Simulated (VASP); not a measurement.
# Zr (P6/mmm) in VASP: notebook, part 2 of 2

VASP 6.6.1. The steps go on from the part before.

### Step 5. Single point, LDA

This run uses another cell than the first one, of 20.82 Å³/atom.

Contents of INCAR:

```
PREC = Accurate ; ENCUT = 520
EDIFF = 1E-6 ; ISMEAR = 0
SIGMA = 0.05 ; LREAL = False
LASPH = True ; NELM = 60
ALGO = Fast ; ISIF = 2
LWAVE = False ; LCHARG = False
GGA = CA ; NBANDS = 25
```

Contents of KPOINTS:

```
regular mesh
0
Gamma
  10 10 16
```

Contents of POSCAR:

```
Zr
1.0
    4.8660790835      0.0000000000      0.0000000000
   -2.4330395417      4.2141481032      0.0000000000
    0.0000000000      0.0000000000      3.0463025912
Zr
3
Direct
    0.0000000000      0.0000000000      0.0000000000
    0.3333333333      0.6666666667      0.5000000000
    0.6666666667      0.3333333333      0.5000000000
```

Potentials or basis: VASP PAW LDA potentials, release 64 (Zr_sv).

Command:

```console
$ cat potpaw_LDA.64/Zr_sv/POTCAR > POTCAR
$ mpirun -np 1 vasp_std > vasp.out
```

OUTCAR:

```text
PREC = Accurate
   ENCUT = 520
   EDIFF = 1E-6
   ISMEAR = 0
   LREAL = False
   LASPH = True
   NELM = 60
   ISIF = 2
   GGA = CA

 ion  position               nearest neighbor table
   1  0.000  0.000  0.000-   2 3.20   3 3.20   2 3.20   3 3.20   3 3.20   3 3.20   2 3.20   2 3.20
                             3 3.20   3 3.20   2 3.20   2 3.20
   2  0.333  0.667  0.500-   3 2.81   3 2.81   3 2.81   1 3.20   1 3.20   1 3.20   1 3.20   1 3.20
                             1 3.20
   3  0.667  0.333  0.500-   2 2.81   2 2.81   2 2.81   1 3.20   1 3.20   1 3.20   1 3.20   1 3.20
                             1 3.20

  LATTYP: Found a hexagonal cell.
[... 864 lines left out ...]

 [... further k-points ...]
[... 5 lines left out ...]
  --------------------------------------------------------------------------------------
  -------------------------------------------------------------------------------------
  Total        1.6182888      1.6182888      1.6092931      0.0000000     -0.0000000      0.0000000
  in kB       41.5054003     41.5054003     41.2746812      0.0000000     -0.0000000      0.0000000
  external PRESSURE =      41.4284940 kB  Pullay stress =       0.0000000 kB

 VOLUME and BASIS-vectors are now :
 -----------------------------------------------------------------------------
  energy-cutoff  :      520.00
  volume of cell :       62.47
      direct lattice vectors                 reciprocal lattice vectors
     4.866079083  0.000000000  0.000000000     0.205504264  0.118647942  0.000000000
    -2.433039542  4.214148103  0.000000000     0.000000000  0.237295884  0.000000000
     0.000000000  0.000000000  3.046302591     0.000000000  0.000000000  0.328266799

 POSITION                                       TOTAL-FORCE (eV/Angst)
 -----------------------------------------------------------------------------------
      0.00000      0.00000      0.00000        -0.000000      0.000000     -0.000000
     -0.00000      2.80943      1.52315         0.000000     -0.000000      0.000000
      2.43304      1.40472      1.52315        -0.000000      0.000000     -0.000000
 -----------------------------------------------------------------------------------
    total drift:                                0.000000     -0.000000     -0.000000

  FREE ENERGIE OF THE ION-ELECTRON SYSTEM (eV)
  ---------------------------------------------------
  free  energy   TOTEN  =       -27.8953749381 eV

  energy  without entropy=      -27.8929608622  energy(sigma->0) =      -27.89416790
```

OSZICAR:

```text
N       E                     dE             d eps       ncg     rms          rms(c)
DAV:   1     0.360555418226E+03    0.36056E+03   -0.19751E+04  6300   0.146E+03
DAV:   2    -0.318984149431E+01   -0.36375E+03   -0.35624E+03  7312   0.428E+02
DAV:   3    -0.280791484877E+02   -0.24889E+02   -0.24402E+02 11736   0.816E+01
[... 11 lines left out ...]
RMM:  15    -0.278953658359E+02   -0.79374E-05   -0.65954E-05  9569   0.358E-02    0.422E-03
RMM:  16    -0.278953704204E+02   -0.45846E-05   -0.38661E-05  8799   0.254E-02    0.455E-03
RMM:  17    -0.278953726681E+02   -0.22476E-05   -0.18483E-05  7881   0.190E-02    0.719E-04
RMM:  18    -0.278953741782E+02   -0.15101E-05   -0.12729E-05  6943   0.140E-02    0.235E-03
RMM:  19    -0.278953749381E+02   -0.75994E-06   -0.65826E-06  5750   0.106E-02
   1 F= -.27895375E+02 E0= -.27894168E+02  d E =-.241408E-02
```

stdout:

```text
POSCAR found type information on POSCAR Zr
 POSCAR found :  1 types and       3 ions
 scaLAPACK will be used
 LDA part: xc-table for (Slater(with rela. corr.)+CA(PZ))
 , standard interpolation
 POSCAR, INCAR and KPOINTS ok, starting setup
 FFT: planning ... GRIDC
 FFT: planning ... GRID_SOFT
 FFT: planning ... GRID
 WAVECAR not read
 entering main loop
WARNING in EDDRMM: call to ZHEGV failed, returncode =   8  4     16
WARNING in EDDRMM: call to ZHEGV failed, returncode =   8  4     14
WARNING in EDDRMM: call to ZHEGV failed, returncode =   8  4      6
WARNING in EDDRMM: call to ZHEGV failed, returncode =   6  3     17
WARNING in EDDRMM: call to ZHEGV failed, returncode =   8  4     11
WARNING in EDDRMM: call to ZHEGV failed, returncode =   6  3      7
WARNING in EDDRMM: call to ZHEGV failed, returncode =   8  4     13
WARNING in EDDRMM: call to ZHEGV failed, returncode =   6  3     13
WARNING in EDDRMM: call to ZHEGV failed, returncode =   8  4     23
WARNING in EDDRMM: call to ZHEGV failed, returncode =   8  4      4
WARNING in EDDRMM: call to ZHEGV failed, returncode =   8  4      4
WARNING in EDDRMM: call to ZHEGV failed, returncode =   6  3      4
WARNING in EDDRMM: call to ZHEGV failed, returncode =   8  4     13
WARNING in EDDRMM: call to ZHEGV failed, returncode =   6  3     10
WARNING in EDDRMM: call to ZHEGV failed, returncode =   6  3     24
WARNING in EDDRMM: call to ZHEGV failed, returncode =   6  3      4
WARNING in EDDRMM: call to ZHEGV failed, returncode =   8  4     24
WARNING in EDDRMM: call to ZHEGV failed, returncode =   8  4     22
WARNING in EDDRMM: call to ZHEGV failed, returncode =   8  4      7
WARNING in EDDRMM: call to ZHEGV failed, returncode =   6  3     15
WARNING in EDDRMM: call to ZHEGV failed, returncode =   8  4     10
```

Wall time 3 min (1 thread of Intel Xeon Platinum 8259CL at 2.50GHz (Skylake/Cascade Lake), shared host); peak memory 0.25 GiB.

What came out:

```
Free energy            : -27.8954 eV
Pressure               : 4.1 GPa
Band gap on the k mesh : zero (bands 18 and 19 overlap by 0.73 eV)
```

Caveat: the cell stands under pressure.

### Step 6. Single point, LDA

This run uses another cell than the first one, of 21.18 Å³/atom.

Contents of INCAR:

```
SYSTEM = Zr
PREC     = Accurate       ! precision mode
ENCUT    = 520            ! plane-wave cutoff, eV
EDIFF    = 1E-6           ! SCF threshold, eV
ISMEAR   = 0              ! smearing method
SIGMA    = 0.05           ! smearing width, eV
LREAL    = .False.        ! projectors in reciprocal space
LASPH    = .True.         ! aspherical terms in the spheres
NELM     = 60             ! most SCF steps
ALGO     = Fast           ! electronic algorithm
ISIF     = 2              ! what is computed and relaxed
LWAVE    = .False.        ! write WAVECAR
LCHARG   = .False.        ! write CHGCAR
GGA      = CA             ! functional
NBANDS   = 25             ! bands
```

Contents of KPOINTS:

```
Automatic mesh
0
Gamma
  10 10 16
  0 0 0
```

Contents of POSCAR:

```
Zr
1.0
    4.8934285791      0.0000000000      0.0000000000
   -2.4467142895      4.2378334611      0.0000000000
    0.0000000000      0.0000000000      3.0634223203
Zr
3
Direct
    0.0000000000      0.0000000000      0.0000000000
    0.3333333333      0.6666666667      0.5000000000
    0.6666666667      0.3333333333      0.5000000000
```

Potentials or basis: VASP PAW LDA potentials, release 64 (Zr_sv).

Command:

```console
$ cat potpaw_LDA.64/Zr_sv/POTCAR > POTCAR
$ mpirun -np 1 vasp_std > vasp.out
```

OUTCAR:

```text
SYSTEM = Zr
   PREC = Accurate
   ENCUT = 520
   EDIFF = 1E-6
   ISMEAR = 0
   LREAL = .False.
   LASPH = .True.
   NELM = 60
   ISIF = 2
   GGA = CA

 ion  position               nearest neighbor table
   1  0.000  0.000  0.000-   2 3.21   3 3.21   2 3.21   3 3.21   2 3.21   2 3.21   3 3.21   3 3.21
                             3 3.21   3 3.21   2 3.21   2 3.21
   2  0.333  0.667  0.500-   3 2.83   3 2.83   3 2.83   1 3.21   1 3.21   1 3.21   1 3.21   1 3.21
                             1 3.21
   3  0.667  0.333  0.500-   2 2.83   2 2.83   2 2.83   1 3.21   1 3.21   1 3.21   1 3.21   1 3.21
                             1 3.21

  LATTYP: Found a hexagonal cell.
 ALAT       =     4.8934285791
 C/A-ratio  =     0.6260277985

  Lattice vectors:

 A1 = (   4.8934285791,   0.0000000000,   0.0000000000)
 A2 = (  -2.4467142895,   4.2378334611,   0.0000000000)
 A3 = (   0.0000000000,   0.0000000000,   3.0634223203)

Analysis of symmetry for initial positions (statically):
=====================================================================
 Subroutine PRICEL returns:
 Original cell was already a primitive cell.

 Routine SETGRP: Setting up the symmetry group for a
[... 165 lines left out ...]
  ext. energy  EPLUGINS =         0.00000000
  ---------------------------------------------------
  free energy    TOTEN  =       -27.91657121 eV

  energy without entropy =      -27.91400741  energy(sigma->0) =      -27.91528931

 E-fermi :   9.7443     XC(G=0): -11.7303

 val. band max:        9.7192866162   @ k =   0.0000   0.0000   0.0625
 cond. band min:       9.7500426727   @ k =   0.4000   0.2000   0.4375
 fundamental gap:      0.0307560565
 Fermi energy:         9.7443341563

 k-point     1 :       0.0000    0.0000    0.0000
  band No.  band energies     occupation
      1     -38.6535      2.00000
      2     -38.3938      2.00000
      3     -38.1420      2.00000
      4     -17.0934      2.00000
      5     -17.0934      2.00000
      6     -17.0030      2.00000
[... 661 lines left out ...]
     24      12.5190      0.00000
     25      13.5074      0.00000

 [... further k-points ...]
[... 5 lines left out ...]
  --------------------------------------------------------------------------------------
  -------------------------------------------------------------------------------------
  Total        0.8521779      0.8521779      0.8433148      0.0000000     -0.0000000     -0.0000000
  in kB       21.4919998     21.4919998     21.2684732      0.0000000     -0.0000000     -0.0000000
  external PRESSURE =      21.4174910 kB  Pullay stress =       0.0000000 kB

 VOLUME and BASIS-vectors are now :
 -----------------------------------------------------------------------------
  energy-cutoff  :      520.00
  volume of cell :       63.53
      direct lattice vectors                 reciprocal lattice vectors
     4.893428579  0.000000000  0.000000000     0.204355695  0.117984816  0.000000000
    -2.446714290  4.237833461  0.000000000     0.000000000  0.235969631  0.000000000
     0.000000000  0.000000000  3.063422320     0.000000000  0.000000000  0.326432302

 POSITION                                       TOTAL-FORCE (eV/Angst)
 -----------------------------------------------------------------------------------
      0.00000      0.00000      0.00000        -0.000000      0.000000      0.000000
     -0.00000      2.82522      1.53171        -0.000000     -0.000000     -0.000000
      2.44671      1.41261      1.53171         0.000000     -0.000000      0.000000
 -----------------------------------------------------------------------------------
    total drift:                                0.000000     -0.000000     -0.000000

  FREE ENERGIE OF THE ION-ELECTRON SYSTEM (eV)
  ---------------------------------------------------
  free  energy   TOTEN  =       -27.9165712070 eV

  energy  without entropy=      -27.9140074061  energy(sigma->0) =      -27.91528931
```

stdout:

```text
POSCAR found type information on POSCAR Zr
 POSCAR found :  1 types and       3 ions
 scaLAPACK will be used
 LDA part: xc-table for (Slater(with rela. corr.)+CA(PZ))
 , standard interpolation
 POSCAR, INCAR and KPOINTS ok, starting setup
 FFT: planning ... GRIDC
 FFT: planning ... GRID_SOFT
 FFT: planning ... GRID
 WAVECAR not read
 entering main loop
WARNING in EDDRMM: call to ZHEGV failed, returncode =   6  3      7
WARNING in EDDRMM: call to ZHEGV failed, returncode =   6  3     18
WARNING in EDDRMM: call to ZHEGV failed, returncode =   8  4     13
WARNING in EDDRMM: call to ZHEGV failed, returncode =   6  3     17
WARNING in EDDRMM: call to ZHEGV failed, returncode =   6  3     11
WARNING in EDDRMM: call to ZHEGV failed, returncode =   6  3     10
WARNING in EDDRMM: call to ZHEGV failed, returncode =   8  4      8
WARNING in EDDRMM: call to ZHEGV failed, returncode =   8  4     13
WARNING in EDDRMM: call to ZHEGV failed, returncode =   6  3      7
WARNING in EDDRMM: call to ZHEGV failed, returncode =   6  3     13
WARNING in EDDRMM: call to ZHEGV failed, returncode =   8  4     10
WARNING in EDDRMM: call to ZHEGV failed, returncode =   8  4     11
WARNING in EDDRMM: call to ZHEGV failed, returncode =   8  4     23
WARNING in EDDRMM: call to ZHEGV failed, returncode =   8  4      4
WARNING in EDDRMM: call to ZHEGV failed, returncode =   8  4      9
WARNING in EDDRMM: call to ZHEGV failed, returncode =   6  3      7
WARNING in EDDRMM: call to ZHEGV failed, returncode =   8  4     11
```

It took 3 min on 1 thread of Intel Xeon Platinum 8259CL at 2.50GHz (Skylake/Cascade Lake), shared host; peak memory 0.26 GiB.

Results:

* Free energy: -27.9166 eV
* Pressure: 2.1 GPa
* Band gap on the k mesh: zero (bands 18 and 19 overlap by 0.71 eV)

Levels at points of the mesh, in eV from the Fermi level:
```tsv
k point	band 16	band 17	band 18	band 19	band 20	band 21
(0.00, 0.00, 0.00)	-0.44	-0.37	-0.37	-0.18	0.86	1.70
(0.50, 0.00, 0.00)	-0.74	-0.73	-0.56	-0.06	0.75	1.09
(0.00, 0.00, 0.50)	-2.08	-2.05	-1.22	1.27	1.27	1.82
(0.50, 0.00, 0.50)	-1.69	-0.88	-0.41	0.22	0.97	1.58
```

### Step 7. Summary

```csv
cell,gap on the mesh (eV),pressure (GPa)
"a = 4.750, b = 4.750, c = 2.973 Å, angles 90.0, 90.0, 120.0°, 3 atoms",none,14.2
"a = 4.805, b = 4.805, c = 3.008 Å, angles 90.0, 90.0, 120.0°, 3 atoms",none,9.2
"a = 4.840, b = 4.840, c = 3.030 Å, angles 90.0, 90.0, 120.0°, 3 atoms",none,6.2
"a = 4.866, b = 4.866, c = 3.046 Å, angles 90.0, 90.0, 120.0°, 3 atoms",none,4.1
"a = 4.893, b = 4.893, c = 3.063 Å, angles 90.0, 90.0, 120.0°, 3 atoms",none,2.1
```

Alike in all rows: task single point; level LDA; potentials or basis VASP PAW LDA potentials, release 64 (Zr_sv); no spin polarisation; k mesh 10 × 10 × 16; cutoff (eV) 520; smearing gaussian 0.05 eV.

Caveats: the cell stands under pressure (at least some runs).

Total energies depend on the potentials used, so only differences within one code and one set of settings carry meaning.

The gap in the log of VASP goes by the Fermi energy; the results here count the filled bands.